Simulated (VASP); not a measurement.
Set up this calculation in VASP 6.6.1, as the native input.

```
Task                   : electric field gradients
Functional             : PBE
Potentials or basis    : VASP PAW PBE potentials, release 64 (Ta_pv, N)
Cutoff                 : 520 eV
k mesh                 : 5 × 5 × 8
Occupations            : fermi-dirac, width 0.03 eV
Spin                   : no spin polarisation
Dipole correction      : no
Further INCAR settings : ALGO = Normal; EDIFF = 1e-08; NBANDS = 33
```

The structure of TaN lies in POSCAR:

```
TaN
1.0
    5.2022252935      0.0000000000      0.0000000000
   -2.6011126468      4.5052592604      0.0000000000
    0.0000000000      0.0000000000      2.9176612005
Ta N
3 3
Direct
    0.0000000000      0.0000000000      0.0000000000
    0.3333333333      0.6666666667      0.5000000000
    0.6666666667      0.3333333333      0.5000000000
    0.5000000000      0.0000000000      0.0000000000
    0.5000000000      0.5000000000      0.0000000000
    0.0000000000      0.5000000000      0.0000000000
```

These files were run (other wordings do the same):

INCAR

```
SYSTEM = TaN
PREC = Accurate ; ENCUT = 520
EDIFF = 1E-8 ; ISMEAR = -1
SIGMA = 0.03 ; LREAL = .FALSE.
LASPH = .TRUE. ; NELM = 60
ALGO = Normal ; ISIF = 2
LWAVE = .FALSE. ; LCHARG = .FALSE.
GGA = PE ; LEFG = .TRUE.
NBANDS = 33
```

KPOINTS

```
regular mesh
0
G
  5 5 8
  0 0 0
```

Potentials or basis: VASP PAW PBE potentials, release 64 (Ta_pv, N).

The run is started by

```console
$ cat potpaw_PBE.64/Ta_pv/POTCAR potpaw_PBE.64/N/POTCAR > POTCAR
$ mpirun -np 1 vasp_std > vasp.out
```

It gave:

| Property | Result |
| --- | --- |
| Pressure | 7.8 GPa |
| Band gap on the k mesh | zero (bands 24 and 25 overlap by 2.10 eV) |
| Largest electric field gradient by atom | Ta -342.5, -360.0 (each value once); N +32.3 V/Å² |

Caveat: the cell stands under pressure; without QUAD_EFG the Cq values of the log hold for a quadrupole moment of 1 mb, not for the nuclei; spin-orbit coupling is left out, which moves the levels of the heavy elements.

Wall time 58 s on 1 thread of Intel(R) Xeon(R) Platinum 8488C (Sapphire Rapids), with other jobs on the host, peak memory 0.2 GiB.
